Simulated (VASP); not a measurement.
A run of VASP 6.6.1 is set up as follows.

File POSCAR:

```
Sb
1.0
    3.1600000000      0.0000000000      0.0000000000
    0.0000000000      3.1600000000      0.0000000000
    0.0000000000      0.0000000000      3.1600000000
Sb
1
Direct
    0.0000000000      0.0000000000      0.0000000000
```

The input INCAR.step1:

```
SYSTEM = Sb
ALGO = Normal
EDIFF = 1E-5
ENCUT = 520
GGA = PE
ISIF = 2
ISMEAR = -1
LASPH = .TRUE.
LCHARG = .FALSE.
LREAL = .FALSE.
LWAVE = .TRUE.
NBANDS = 8
NELM = 80
PREC = Accurate
SIGMA = 0.05
```

File INCAR.step2:

```
SYSTEM = Sb
AEXX = 0.25
ALGO = Normal
EDIFF = 1E-6
ENCUT = 520
GGA = PE
HFSCREEN = 0.2
ISIF = 2
ISMEAR = -1
ISTART = 1
LASPH = .TRUE.
LCHARG = .FALSE.
LHFCALC = .TRUE.
LREAL = .FALSE.
LWAVE = .FALSE.
NBANDS = 8
NELM = 80
PREC = Accurate
PRECFOCK = Normal
SIGMA = 0.05
```

File KPOINTS:

```
k-points
0
G
  4 4 4
  0 0 0
```

Potentials or basis: VASP PAW PBE potentials, release 64 (Sb).

Command:

```sh
$ cat potpaw_PBE.64/Sb/POTCAR > POTCAR
$ cp INCAR.step1 INCAR
$ mpirun -np 1 vasp_std > vasp.out
$ cp INCAR.step2 INCAR
$ mpirun -np 1 vasp_std > vasp.out
```

Estimate the band gap on the k mesh.

zero (an odd number of electrons rules out a gap without spin polarisation).

Estimate the pressure.

-6.4 GPa.

Caveat: the k points lie up to 0.50 Å⁻¹ apart, too coarse for converged energies and pressures of a metal; the PAW data sets were made with another functional, which shifts forces and pressure a little; spin-orbit coupling is left out, which moves the levels of the heavy elements.
